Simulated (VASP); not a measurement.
Input of a VASP 6.6.1 run:

Contents of INCAR:

```
  PREC = Accurate
  ENCUT = 500
  EDIFF = 1E-7
  ISMEAR = -1
  SIGMA = 0.08
  LREAL = False
  LASPH = True
  NELM = 120
  ALGO = Normal
  ISIF = 3
  LWAVE = False
  LCHARG = False
  GGA = PS
  IBRION = 2
  NSW = 100
  EDIFFG = -0.002
  GGA_COMPAT = False
  NELMIN = 4
```

The input KPOINTS:

```
Automatic mesh
0
Gamma
  16 16 16
  0.5 0.5 0.5
```

Contents of POSCAR:

```
Nb
1.0
   -1.6639500000      1.6639500000      1.6639500000
    1.6639500000     -1.6639500000      1.6639500000
    1.6639500000      1.6639500000     -1.6639500000
Nb
1
Direct
    0.0000000000      0.0000000000      0.0000000000
```

Potentials or basis: VASP PAW PBE potentials, release 64 (Nb_sv).

Command:

```bash
$ cat potpaw_PBE.64/Nb_sv/POTCAR > POTCAR
$ mpirun -np 1 vasp_std > vasp.out
```

(1) What does it give for the relaxed cell?

(2) Estimate the relaxed volume.

Results:

(1) a = 2.833 Å, b = 2.833 Å, c = 2.833 Å, α = 109.47°, β = 109.47°, γ = 109.47°.

(2) 17.51 Å³/atom.

Caveat: the PAW data sets were made with another functional, which shifts forces and pressure a little.
